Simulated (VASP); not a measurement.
Input of a VASP 6.6.1 run:

File INCAR:

```
SYSTEM = Al
PREC = Accurate ; ENCUT = 520
EDIFF = 1E-6 ; ISMEAR = 0
SIGMA = 0.15 ; LREAL = .False.
LASPH = .True. ; NELM = 80
ALGO = Normal ; ISIF = 2
LWAVE = .False. ; LCHARG = .False.
GGA = PS ; IVDW = 12
NBANDS = 14
```

KPOINTS

```
Automatic mesh
0
Gamma
  18 18 6
  0 0 0
```

File POSCAR:

```
Al
1.0
    2.9315000000      0.0000000000      0.0000000000
   -1.4657500000      2.5387534712      0.0000000000
    0.0000000000      0.0000000000      7.2065000000
Al
4
Direct
    0.0000000000      0.0000000000      0.0000000000
    0.3333333333      0.6666666667      0.2500000000
    0.0000000000      0.0000000000      0.5000000000
    0.6666666667      0.3333333333      0.7500000000
```

Potentials or basis: VASP PAW PBE potentials, release 64 (Al).

The run is started by

```sh
$ cat potpaw_PBE.64/Al/POTCAR > POTCAR
$ mpirun -np 1 vasp_std > vasp.out
```

Task: What does it give for the pressure?

Result: 30.8 GPa.

Task: Predict the dispersion energy per atom.

Result: -0.392 eV.

Task: Estimate the band gap on the k mesh.

Result: Zero (band 6 reaches 17.93 eV, above the bottom of band 7 at 7.57 eV).

Stress tensor (GPa, compression positive):
```
17.78  0.00  0.00
 0.00 17.78  0.00
 0.00  0.00 56.83
```

Caveat: the PAW data sets were made with another functional, which shifts forces and pressure a little; pairwise dispersion overbinds metals, which lowers pressure and volume.
